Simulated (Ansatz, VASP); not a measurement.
C in VASP and in Ansatz

```
C
1.0
     1.22240    0.70576    6.90903
    -1.22240    0.70576    6.90903
     0.00000   -1.41151    6.90903
C
4
Direct
  0.91969 0.91969 0.91969
  0.25299 0.25299 0.25299
  0.74701 0.74701 0.74701
  0.08031 0.08031 0.08031
```

Alike in both runs: functional LDA; k mesh 18 × 18 × 18; occupations gaussian, width 0.01 eV; no spin polarisation.

Ansatz relaxed the structure, and its values are those at the end. VASP's run is a single point on that final structure, the one shown.

|  | VASP | Ansatz |
| --- | --- | --- |
| version | VASP 6.6.1 | Ansatz 0.2.0 |
| potentials or method | VASP PAW LDA potentials, release 64 (C), cutoff 520 eV | scalar-relativistic, plane waves, PAW |
| valence electrons in the cell | 16 | 16 |

```tsv
	VASP	Ansatz	Ansatz less VASP
gap on the k mesh at the Fermi level (eV)	0.23	0.23	-0.001
least direct gap on the mesh (eV)	0.23	0.23	0.000
pressure (GPa)	0.8	0.0	-0.78
```

LDA's correlation is that of Perdew and Zunger in VASP and of Perdew and Wang (1992) in Ansatz.
